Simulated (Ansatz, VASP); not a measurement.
# AlNi: VASP beside Ansatz

```
CELL_PARAMETERS angstrom
2.86330 0.00000 0.00000
0.00000 2.86330 0.00000
0.00000 0.00000 2.86330
ATOMIC_POSITIONS crystal
Al 0.00000 0.00000 0.00000
Ni 0.50000 0.50000 0.50000
```

Alike in both runs: functional r2SCAN; k mesh 12 × 12 × 12; occupations fermi-dirac, width 0.05 eV; no spin polarisation.

Ansatz relaxed the structure, and its values are those at the end. VASP's run is a single point on that final structure, the one shown.

|  | VASP | Ansatz |
| --- | --- | --- |
| version | VASP 6.6.1 | Ansatz 0.2.0 |
| potentials or method | VASP PAW PBE potentials, release 64 (Al, Ni) | PAW with Ansatz's default frozen-core files, scalar-relativistic |
| plane-wave cutoff (eV) | 520 | 500 |
| valence electrons in the cell | 13 | 21 |

|  | VASP | Ansatz | Ansatz less VASP |
| --- | --- | --- | --- |
| pressure (GPa) | -0.2 | 0.0 | +0.20 |

VASP's potentials were made for PBE, not for r2SCAN. VASP's potentials hold 13 valence electrons a cell and Ansatz's 21, so a difference there can come from the potentials and not from the codes.
